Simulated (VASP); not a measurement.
# TaBi (CsCl type) (Pm-3m) in VASP: a series of runs, part 2 of 2

VASP 6.6.1. The steps go on from the part before.

### Step 5. Single point, LDA

The input, INCAR:

```
  PREC = Accurate
  ENCUT = 520
  EDIFF = 1E-7
  ISMEAR = -1
  SIGMA = 0.05
  LREAL = False
  LASPH = True
  NELM = 100
  ALGO = Normal
  ISIF = 2
  LWAVE = False
  LCHARG = True
  GGA = CA
  LELF = True
  LVHAR = True
  NBANDS = 20
```

The input, KPOINTS:

```
Automatic mesh
0
Gamma
  11 11 11
```

The input, POSCAR:

```
TaBi
1.0
    3.0258939783      0.0000000000      0.0000000000
    0.0000000000      3.0258939783      0.0000000000
    0.0000000000      0.0000000000      3.0258939783
Ta Bi
1 1
Direct
    0.0000000000      0.0000000000      0.0000000000
    0.5000000000      0.5000000000      0.5000000000
```

Potentials or basis: VASP PAW LDA potentials, release 64 (Ta_pv, Bi_d).

Started as:

```console
cat potpaw_LDA.64/Ta_pv/POTCAR potpaw_LDA.64/Bi_d/POTCAR > POTCAR
mpirun -np 1 vasp_std > vasp.out
```

OUTCAR:

```text
PREC = Accurate
   ENCUT = 520
   EDIFF = 1E-7
   ISMEAR = -1
   LREAL = False
   LASPH = True
   NELM = 100
   ISIF = 2
   GGA = CA

 ion  position               nearest neighbor table
   1  0.000  0.000  0.000-   2 2.62   2 2.62   2 2.62   2 2.62   2 2.62   2 2.62   2 2.62   2 2.62

   2  0.500  0.500  0.500-   1 2.62   1 2.62   1 2.62   1 2.62   1 2.62   1 2.62   1 2.62   1 2.62

  LATTYP: Found a simple cubic cell.
 ALAT       =     3.0258939783

  Lattice vectors:

 A1 = (   3.0258939783,   0.0000000000,   0.0000000000)
 A2 = (   0.0000000000,   3.0258939783,   0.0000000000)
 A3 = (   0.0000000000,   0.0000000000,   3.0258939783)

Analysis of symmetry for initial positions (statically):
=====================================================================
 Subroutine PRICEL returns:
 Original cell was already a primitive cell.

 Routine SETGRP: Setting up the symmetry group for a
 simple cubic supercell.

 Subroutine GETGRP returns: Found 48 space group operations
 (whereof 48 operations were pure point group operations)
 out of a pool of 48 trial point group operations.

The static configuration has the point symmetry O_h .

Analysis of symmetry for dynamics (positions and initial velocities):
=====================================================================
 Subroutine PRICEL returns:
 Original cell was already a primitive cell.

 Routine SETGRP: Setting up the symmetry group for a
 simple cubic supercell.

 Subroutine GETGRP returns: Found 48 space group operations
 (whereof 48 operations were pure point group operations)
 out of a pool of 48 trial point group operations.

The dynamic configuration has the point symmetry O_h .

 Subroutine INISYM returns: Found 48 space group operations
 (whereof 48 operations are pure point group operations),
 and found     1 'primitive' translations

[... 100 lines left out ...]
   ISIF   =      2    stress and relaxation
   ISYM   =      2    0-nonsym 1-usesym 2-fastsym
   POTIM  = 0.5000    time-step for ionic-motion
   TEBEG  =    0.0;   TEEND  =   0.0 temperature during run
   PSTRESS=    0.0 pullay stress
   NELECT =      26.0000    total number of electrons
   NUPDOWN=      -1.0000    fix difference up-down
   EMIN   =  10.00;   EMAX   =-10.00  energy-range for DOS
   EFERMI =   0.00;   METHOD = LEGACY
   ISMEAR =    -1;   SIGMA  =   0.05  broadening in eV -4-tet -1-fermi 0-gaus
   EFERMI_NEDOS =   21; number of points for ismear=-14 and -15
   IALGO  =     38    algorithm
   IMIX   =      4    mixing-type and parameters
     AMIX     =   0.40;   BMIX     =  1.00
     AMIX_MAG =   1.60;   BMIX_MAG =  1.00
  volume/ion in A,a.u.               =      13.85        93.48
  Fermi-wavevector in a.u.,A,eV,Ry     =   1.602798  3.028850 34.952861  2.568963
  Thomas-Fermi vector in A             =   2.699562
   LORBIT       =      0    0 simple, 1 ext, 2 COOP (PROOUT), +10 PAW based schemes
   GGA     = CA    functional components
   LHFCALC =     F    Hartree Fock is set to
   AEXX    =    0.0000 exact exchange contribution
   IVDW    =     0    specifies the selected vdW correction
   LEPSILON=     F    determine dielectric tensor
   LRPA    =     F    only Hartree local field effects (RPA)
 non-spin polarized calculation
  energy-cutoff  :      520.00
  volume of cell :       27.71
 maximum number of plane-waves:       756
 NGX is ok and might be reduce to    24

 number of electron      26.0000009 magnetization

 Free energy of the ion-electron system (eV)
  ---------------------------------------------------
  ext. energy  EPLUGINS =         0.00000000
  ---------------------------------------------------
  free energy    TOTEN  =       -12.46622895 eV

  energy without entropy =      -12.45834509  energy(sigma->0) =      -12.46228702

 E-fermi :  15.6107     XC(G=0): -14.5890

 val. band max:       15.5883271298   @ k =   0.4545   0.4545   0.0000
 cond. band min:      15.6499608140   @ k =   0.3636   0.2727   0.1818
 fundamental gap:      0.0616336842
 Fermi energy:        15.6106830775

 k-point     1 :       0.0000    0.0000    0.0000
  band No.  band energies     occupation
      1     -18.6522      2.00000
      2     -18.6522      2.00000
      3     -18.6522      2.00000
      4      -8.9626      2.00000
      5      -8.9626      2.00000
      6      -8.3243      2.00000
[... 541 lines left out ...]
     19      27.0769      0.00000
     20      29.0213      0.00000

 [... further k-points ...]
[... 5 lines left out ...]
  --------------------------------------------------------------------------------------
  -------------------------------------------------------------------------------------
  Total       23.9015664     23.9015664     23.9015664     -0.0000000     -0.0000000      0.0000000
  in kB     1382.2157119   1382.2157119   1382.2157119     -0.0000000     -0.0000000      0.0000000
  external PRESSURE =    1382.2157119 kB  Pullay stress =       0.0000000 kB

 VOLUME and BASIS-vectors are now :
 -----------------------------------------------------------------------------
  energy-cutoff  :      520.00
  volume of cell :       27.71
      direct lattice vectors                 reciprocal lattice vectors
     3.025893978  0.000000000  0.000000000     0.330480845  0.000000000  0.000000000
     0.000000000  3.025893978  0.000000000     0.000000000  0.330480845  0.000000000
     0.000000000  0.000000000  3.025893978     0.000000000  0.000000000  0.330480845

 POSITION                                       TOTAL-FORCE (eV/Angst)
 -----------------------------------------------------------------------------------
      0.00000      0.00000      0.00000         0.000000      0.000000      0.000000
      1.51295      1.51295      1.51295         0.000000      0.000000      0.000000
 -----------------------------------------------------------------------------------
    total drift:                                0.000000      0.000000     -0.000000

  FREE ENERGIE OF THE ION-ELECTRON SYSTEM (eV)
  ---------------------------------------------------
  free  energy   TOTEN  =       -12.4662289540 eV

  energy  without entropy=      -12.4583450867  energy(sigma->0) =      -12.46228702
```

stdout:

```text
POSCAR found type information on POSCAR TaBi
 POSCAR found :  2 types and       2 ions
 scaLAPACK will be used
 LDA part: xc-table for (Slater(with rela. corr.)+CA(PZ))
 , standard interpolation
 POSCAR, INCAR and KPOINTS ok, starting setup
 FFT: planning ... GRIDC
 FFT: planning ... GRID_SOFT
 FFT: planning ... GRID
 WAVECAR not read
 entering main loop
```

Wall time 11 s (1 thread of Intel Xeon 6975P-C (Granite Rapids), shared host); peak memory 0.14 GiB.

Results:

| Quantity | Value |
| --- | --- |
| Free energy | -12.4662 eV |
| Pressure | 138.2 GPa |
| Band gap on the k mesh | zero (band 13 reaches 19.01 eV, above the bottom of band 14 at 14.44 eV) |

Caveat: spin-orbit coupling is left out, which moves the levels of the heavy elements.

### Step 6. Single point, PBEsol

This run uses another cell than the first one, of 13.85 Å³/atom, 1.133 times its volume.

The input, INCAR:

```
PREC = Accurate
ENCUT = 520
EDIFF = 1E-7
ISMEAR = 1
SIGMA = 0.001
LREAL = F
LASPH = T
NELM = 80
ALGO = Normal
ISIF = 2
LWAVE = F
LCHARG = F
GGA = PS
NBANDS = 20
```

KPOINTS is that of step 5.

POSCAR is that of step 5.

Potentials or basis: VASP PAW PBE potentials, release 64 (Ta_pv, Bi_d).

Started as:

```console
cat potpaw_PBE.64/Ta_pv/POTCAR potpaw_PBE.64/Bi_d/POTCAR > POTCAR
mpirun -np 1 vasp_std > vasp.out
```

OUTCAR:

```text
PREC = Accurate
   ENCUT = 520
   EDIFF = 1E-7
   ISMEAR = 1
   LREAL = F
   LASPH = T
   NELM = 80
   ISIF = 2
   GGA = PS

 ion  position               nearest neighbor table
   1  0.000  0.000  0.000-   2 2.62   2 2.62   2 2.62   2 2.62   2 2.62   2 2.62   2 2.62   2 2.62

   2  0.500  0.500  0.500-   1 2.62   1 2.62   1 2.62   1 2.62   1 2.62   1 2.62   1 2.62   1 2.62

  LATTYP: Found a simple cubic cell.
 ALAT       =     3.0258939783

  Lattice vectors:

 A1 = (   3.0258939783,   0.0000000000,   0.0000000000)
 A2 = (   0.0000000000,   3.0258939783,   0.0000000000)
 A3 = (   0.0000000000,   0.0000000000,   3.0258939783)

Analysis of symmetry for initial positions (statically):
=====================================================================
 Subroutine PRICEL returns:
 Original cell was already a primitive cell.

 Routine SETGRP: Setting up the symmetry group for a
 simple cubic supercell.

 Subroutine GETGRP returns: Found 48 space group operations
 (whereof 48 operations were pure point group operations)
 out of a pool of 48 trial point group operations.

The static configuration has the point symmetry O_h .

Analysis of symmetry for dynamics (positions and initial velocities):
=====================================================================
 Subroutine PRICEL returns:
 Original cell was already a primitive cell.

 Routine SETGRP: Setting up the symmetry group for a
 simple cubic supercell.

 Subroutine GETGRP returns: Found 48 space group operations
 (whereof 48 operations were pure point group operations)
 out of a pool of 48 trial point group operations.

The dynamic configuration has the point symmetry O_h .

 Subroutine INISYM returns: Found 48 space group operations
 (whereof 48 operations are pure point group operations),
 and found     1 'primitive' translations

----------------------------------------------------------------------------------------

                                     Primitive cell

  volume of cell :      27.7052

  direct lattice vectors                    reciprocal lattice vectors
     3.025893978  0.000000000  0.000000000     0.330480845  0.000000000  0.000000000
     0.000000000  3.025893978  0.000000000     0.000000000  0.330480845  0.000000000
     0.000000000  0.000000000  3.025893978     0.000000000  0.000000000  0.330480845

  length of vectors
     3.025893978  3.025893978  3.025893978     0.330480845  0.330480845  0.330480845

  position of ions in fractional coordinates (direct lattice)
     0.000000000  0.000000000  0.000000000
     0.500000000  0.500000000  0.500000000

  ion indices of the primitive-cell ions
   primitive index   ion index
                 1           1
                 2           2

----------------------------------------------------------------------------------------

 KPOINTS: Automatic mesh

Automatic generation of k-mesh.
 Grid dimensions read from file:
 generate k-points for:   11   11   11

 Generating k-lattice:

  Cartesian coordinates                     Fractional coordinates (reciprocal lattice)
     0.030043713  0.000000000  0.000000000     0.090909091  0.000000000  0.000000000
     0.000000000  0.030043713  0.000000000     0.000000000  0.090909091  0.000000000
     0.000000000  0.000000000  0.030043713     0.000000000  0.000000000  0.090909091

  Length of vectors
     0.030043713  0.030043713  0.030043713

  Shift w.r.t. Gamma in fractional coordinates (k-lattice)
     0.000000000  0.000000000  0.000000000

 Subroutine IBZKPT returns following result:
 ===========================================

 Found     56 irreducible k-points:

 Following reciprocal coordinates:
            Coordinates               Weight
  0.000000  0.000000  0.000000      1.000000
  0.090909  0.000000  0.000000      6.000000
  0.181818  0.000000  0.000000      6.000000
  0.272727  0.000000  0.000000      6.000000
  0.363636  0.000000  0.000000      6.000000
  0.454545  0.000000  0.000000      6.000000
[... 16 lines left out ...]
  0.181818  0.090909  0.090909     24.000000
  0.272727  0.090909  0.090909     24.000000
 [... further k-points ...]
   k-points           NKPTS =     56   k-points in BZ     NKDIM =     56   number of bands    NBANDS=     20
   number of dos      NEDOS =    301   number of ions     NIONS =      2
   total plane-waves  NPLWV =  13824
   dimension x,y,z NGX =    24 NGY =   24 NGZ =   24
   dimension x,y,z NGXF=    48 NGYF=   48 NGZF=   48
   ions per type =               1   1
   NGX,Y,Z   is equivalent  to a cutoff of  13.19, 13.19, 13.19 a.u.
   NGXF,Y,Z  is equivalent  to a cutoff of  26.37, 26.37, 26.37 a.u.
 SYSTEM =  unknown system
   PREC   = accura    normal or accurate (medium, high low for compatibility)
   ISTART =      0    job   : 0-new  1-cont  2-samecut
   ICHARG =      2    charge: 1-file 2-atom 10-const
   ISPIN  =      1    spin polarized calculation?
   LNONCOLLINEAR =      F non collinear calculations
   LSORBIT =      F    spin-orbit coupling
   LASPH  =      T    aspherical Exc in radial PAW
   ENCUT  =  520.0 eV  38.22 Ry    6.18 a.u.   5.63  5.63  5.63*2*pi/ulx,y,z
   NELM   =     80;   NELMIN=  2; NELMDL= -5     # of ELM steps
   EDIFF  = 0.1E-06   stopping-criterion for ELM
   LREAL  =      F    real-space projection
   EDIFFG = 0.1E-05   stopping-criterion for IOM
   NSW    =      0    number of steps for IOM
   IBRION =     -1    ionic relax: 0-MD 1-quasi-New 2-CG
   NFREE  =      0    steps in history (QN), initial steepest desc. (CG)
   ISIF   =      2    stress and relaxation
   ISYM   =      2    0-nonsym 1-usesym 2-fastsym
   POTIM  = 0.5000    time-step for ionic-motion
   TEBEG  =    0.0;   TEEND  =   0.0 temperature during run
   PSTRESS=    0.0 pullay stress
   NELECT =      26.0000    total number of electrons
   NUPDOWN=      -1.0000    fix difference up-down
   EMIN   =  10.00;   EMAX   =-10.00  energy-range for DOS
   EFERMI =   0.00;   METHOD = LEGACY
   ISMEAR =     1;   SIGMA  =   0.00  broadening in eV -4-tet -1-fermi 0-gaus
   EFERMI_NEDOS =   21; number of points for ismear=-14 and -15
   IALGO  =     38    algorithm
   IMIX   =      4    mixing-type and parameters
     AMIX     =   0.40;   BMIX     =  1.00
     AMIX_MAG =   1.60;   BMIX_MAG =  1.00
  volume/ion in A,a.u.               =      13.85        93.48
  Fermi-wavevector in a.u.,A,eV,Ry     =   1.602798  3.028850 34.952861  2.568963
  Thomas-Fermi vector in A             =   2.699562
   LORBIT       =      0    0 simple, 1 ext, 2 COOP (PROOUT), +10 PAW based schemes
   GGA     = PS    functional components
   LHFCALC =     F    Hartree Fock is set to
   AEXX    =    0.0000 exact exchange contribution
   IVDW    =     0    specifies the selected vdW correction
   LEPSILON=     F    determine dielectric tensor
   LRPA    =     F    only Hartree local field effects (RPA)
 non-spin polarized calculation
 Methfessel and Paxton  Order N= 1 SIGMA  =   0.00
  energy-cutoff  :      520.00
  volume of cell :       27.71
 maximum number of plane-waves:       756
 NGX is ok and might be reduce to    24

 number of electron      26.0000009 magnetization

 Free energy of the ion-electron system (eV)
  ---------------------------------------------------
  ext. energy  EPLUGINS =         0.00000000
  ---------------------------------------------------
  free energy    TOTEN  =       -11.53524208 eV

  energy without entropy =      -11.53524101  energy(sigma->0) =      -11.53524172

 E-fermi :  15.5486     XC(G=0): -14.5352

 val. band max:       15.5479903703   @ k =   0.3636   0.2727   0.2727
 cond. band min:      15.5530715681   @ k =   0.3636   0.2727   0.1818
 fundamental gap:      0.0050811979
 Fermi energy:        15.5485829711

 k-point     1 :       0.0000    0.0000    0.0000
  band No.  band energies     occupation
      1     -18.8577      2.00000
      2     -18.8577      2.00000
      3     -18.8577      2.00000
      4      -9.0129      2.00000
      5      -9.0129      2.00000
      6      -8.3704      2.00000
[... 12 lines left out ...]
     19      27.4030      0.00000
     20      27.4030      0.00000

 k-point     2 :       0.0909    0.0000    0.0000
  band No.  band energies     occupation
      1     -18.9199      2.00000
      2     -18.8570      2.00000
      3     -18.8570      2.00000
      4      -9.0062      2.00000
      5      -8.9595      2.00000
      6      -8.3724      2.00000
[... 498 lines left out ...]
 k-point    24 :       0.2727    0.0909    0.0909
  band No.  band energies     occupation
      1     -19.2724      2.00000
      2     -18.8992      2.00000
      3     -18.8986      2.00000
      4      -8.8915      2.00000
      5      -8.5960      2.00000
      6      -8.4495      2.00000
[... 12 lines left out ...]
     19      26.9858      0.00000
     20      29.3880      0.00000

 [... further k-points ...]
[... 5 lines left out ...]
  --------------------------------------------------------------------------------------
  -------------------------------------------------------------------------------------
  Total       24.9238157     24.9238157     24.9238157     -0.0000000      0.0000000     -0.0000000
  in kB     1441.3318809   1441.3318809   1441.3318809     -0.0000000      0.0000000     -0.0000000
  external PRESSURE =    1441.3318809 kB  Pullay stress =       0.0000000 kB

 VOLUME and BASIS-vectors are now :
 -----------------------------------------------------------------------------
  energy-cutoff  :      520.00
  volume of cell :       27.71
      direct lattice vectors                 reciprocal lattice vectors
     3.025893978  0.000000000  0.000000000     0.330480845  0.000000000  0.000000000
     0.000000000  3.025893978  0.000000000     0.000000000  0.330480845  0.000000000
     0.000000000  0.000000000  3.025893978     0.000000000  0.000000000  0.330480845

 POSITION                                       TOTAL-FORCE (eV/Angst)
 -----------------------------------------------------------------------------------
      0.00000      0.00000      0.00000         0.000000      0.000000      0.000000
      1.51295      1.51295      1.51295         0.000000      0.000000      0.000000
 -----------------------------------------------------------------------------------
    total drift:                                0.000000      0.000000     -0.000000

  FREE ENERGIE OF THE ION-ELECTRON SYSTEM (eV)
  ---------------------------------------------------
  free  energy   TOTEN  =       -11.5352420787 eV

  energy  without entropy=      -11.5352410130  energy(sigma->0) =      -11.53524172
```

OSZICAR:

```text
N       E                     dE             d eps       ncg     rms          rms(c)
DAV:   1     0.241174489711E+03    0.24117E+03   -0.14234E+04  2300   0.177E+03
DAV:   2     0.158851385660E+01   -0.23959E+03   -0.23312E+03  2272   0.448E+02
DAV:   3    -0.117462177640E+02   -0.13335E+02   -0.13162E+02  2676   0.105E+02
DAV:   4    -0.120285270259E+02   -0.28231E+00   -0.28206E+00  2520   0.144E+01
DAV:   5    -0.120376230787E+02   -0.90961E-02   -0.90953E-02  2988   0.264E+00    0.248E+01
DAV:   6    -0.116849178188E+02    0.35271E+00   -0.22428E-01  2956   0.630E+00    0.136E+01
DAV:   7    -0.115399625727E+02    0.14496E+00   -0.18632E-01  3072   0.595E+00    0.918E-01
DAV:   8    -0.115352780648E+02    0.46845E-02   -0.12316E-02  2488   0.126E+00    0.798E-02
DAV:   9    -0.115352404537E+02    0.37611E-04   -0.42630E-04  3200   0.257E-01    0.366E-02
DAV:  10    -0.115352421315E+02   -0.16777E-05   -0.13511E-05  2936   0.349E-02    0.140E-02
DAV:  11    -0.115352422240E+02   -0.92522E-07   -0.11087E-06  2980   0.182E-02    0.170E-03
DAV:  12    -0.115352420609E+02    0.16310E-06   -0.11091E-07  1716   0.457E-03    0.443E-04
DAV:  13    -0.115352420787E+02   -0.17783E-07   -0.23986E-08  1452   0.208E-03
   1 F= -.11535242E+02 E0= -.11535242E+02  d E =-.106566E-05
```

Wall time 9 s (1 thread of Intel Xeon 6975P-C (Granite Rapids), shared host); peak memory 0.16 GiB.

Results:

- Free energy: -11.5352 eV
- Pressure: 144.1 GPa
- Band gap on the k mesh: zero (band 13 reaches 18.86 eV, above the bottom of band 14 at 14.35 eV)

Caveat: the PAW data sets were made with another functional, which shifts forces and pressure a little; spin-orbit coupling is left out, which moves the levels of the heavy elements.

### Step 7. The runs side by side

```csv
level,potentials or basis,cell,smearing,gap on the mesh (eV),pressure (GPa)
LDA,"VASP PAW LDA potentials, release 64 (Ta_pv, Bi_d)","a = 2.902 Å, 2 atoms",fermi-dirac 0.05 eV,none,241.6
LDA,"VASP PAW LDA potentials, release 64 (Ta_pv, Bi_d)","a = 3.026 Å, 2 atoms",fermi-dirac 0.05 eV,none,138.2
PBEsol,"VASP PAW PBE potentials, release 64 (Ta_pv, Bi_d)","a = 3.026 Å, 2 atoms",methfessel-paxton 0.001 eV,none,144.1
```

Alike in all rows: task single point; no spin polarisation; k mesh 11 × 11 × 11; cutoff (eV) 520.

Caveats: spin-orbit coupling is left out, which moves the levels of the heavy elements; the PAW data sets were made with another functional, which shifts forces and pressure a little (some runs).

Absolute energies hang on the potentials; compare differences alone.
